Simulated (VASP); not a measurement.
Set up this calculation in VASP 6.6.1, as the native input.

```yaml
Task: single point
Functional: PBE
Potentials_or_basis: VASP PAW PBE potentials, release 64 (Zr_sv, In_d, Br)
Cutoff: 520 eV
k_mesh: 4 × 4 × 4
Occupations: gaussian, width 0.1 eV
Spin: no spin polarisation
Dipole_correction: no
Further_INCAR_settings: ALGO = Normal; EDIFF = 1e-07; NBANDS = 31
```

The structure of ZrInBr3 lies in POSCAR:

```
ZrInBr3
1.0
    5.5523138937      0.0000000000      0.0000000000
    0.0000000000      5.5523138937      0.0000000000
    0.0000000000      0.0000000000      5.5523138937
Zr In Br
1 1 3
Direct
    0.0000000000      0.0000000000      0.0000000000
    0.5000000000      0.5000000000      0.5000000000
    0.0000000000      0.5000000000      0.5000000000
    0.5000000000      0.0000000000      0.5000000000
    0.5000000000      0.5000000000      0.0000000000
```

The input as run:

INCAR

```
  PREC = Accurate
  ENCUT = 520
  EDIFF = 1E-7
  ISMEAR = 0
  SIGMA = 0.1
  LREAL = F
  LASPH = T
  NELM = 60
  ALGO = Normal
  ISIF = 2
  LWAVE = F
  LCHARG = T
  GGA = PE
  LELF = T
  LVHAR = T
  NBANDS = 31
```

KPOINTS

```
Automatic mesh
0
Gamma
  4 4 4
```

Potentials or basis: VASP PAW PBE potentials, release 64 (Zr_sv, In_d, Br).

The run is started by

```sh
$ cat potpaw_PBE.64/Zr_sv/POTCAR potpaw_PBE.64/In_d/POTCAR potpaw_PBE.64/Br/POTCAR > POTCAR
$ mpirun -np 1 vasp_std > vasp.out
```

It gave:

```yaml
Pressure: 0.1 GPa
Band_gap_on_the_k_mesh: zero (band 23 reaches 3.82 eV, above the bottom of band 24 at 3.39 eV)
```

Caveat: spin-orbit coupling is left out, which moves the levels of the heavy elements.

It took 60 s on 1 thread of Intel(R) Xeon(R) Platinum 8488C (Sapphire Rapids), with other jobs on the host, peak memory 0.27 GiB.
